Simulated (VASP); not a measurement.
## Sr: single point with PBEsol

The system is Sr.

```
Sr
1.0
     4.36905    0.00000    0.00000
    -2.18452    3.78371    0.00000
     0.00000    0.00000    6.86072
Sr
2
Direct
  0.33333 0.66667 0.25000
  0.66667 0.33333 0.75000
```

This cell differs from its parent crystal: ratio of the length along z to the lengths across it x 0.96, volume and fractional coordinates fixed.

```yaml
Program: VASP 6.6.1
Task: single point
Functional: PBEsol
Potentials_or_basis: VASP PAW PBE potentials, release 64 (Sr_sv)
Cutoff: 520 eV
k_mesh: 12 × 12 × 8
Occupations: gaussian, width 0.15 eV
Spin: no spin polarisation
```

| Quantity | Value |
| --- | --- |
| Pressure | -0.8 GPa |
| Band gap on the k mesh | zero (band 10 reaches 1.57 eV, above the bottom of band 11 at 1.25 eV) |

Stress tensor (GPa, compression positive):
```
-1.08  0.00  0.00
 0.00 -1.08  0.00
 0.00  0.00 -0.31
```

Levels at points of the mesh, in eV from the Fermi level:
| k point | band 7 | band 8 | band 9 | band 10 | band 11 | band 12 | band 13 | band 14 |
| --- | --- | --- | --- | --- | --- | --- | --- | --- |
| (0.00, 0.00, 0.00) | -18.53 | -18.52 | -3.64 | -1.05 | 0.16 | 2.18 | 2.18 | 2.43 |
| (0.50, 0.00, 0.00) | -18.58 | -18.55 | -1.21 | -0.61 | 0.10 | 0.19 | 1.33 | 1.93 |
| (0.00, 0.00, 0.50) | -18.55 | -18.55 | -2.67 | -2.67 | 1.36 | 1.36 | 2.15 | 2.15 |
| (0.50, 0.00, 0.50) | -18.57 | -18.57 | -0.84 | -0.84 | 0.18 | 0.18 | 1.34 | 1.34 |

Wall time 2.6 min on 1 thread of Intel(R) Xeon(R) Platinum 8375C CPU @ 2.90GHz (Ice Lake) (shared host), peak memory 0.32 GiB.

Caveat: the PAW data sets were made with another functional, which shifts forces and pressure a little.
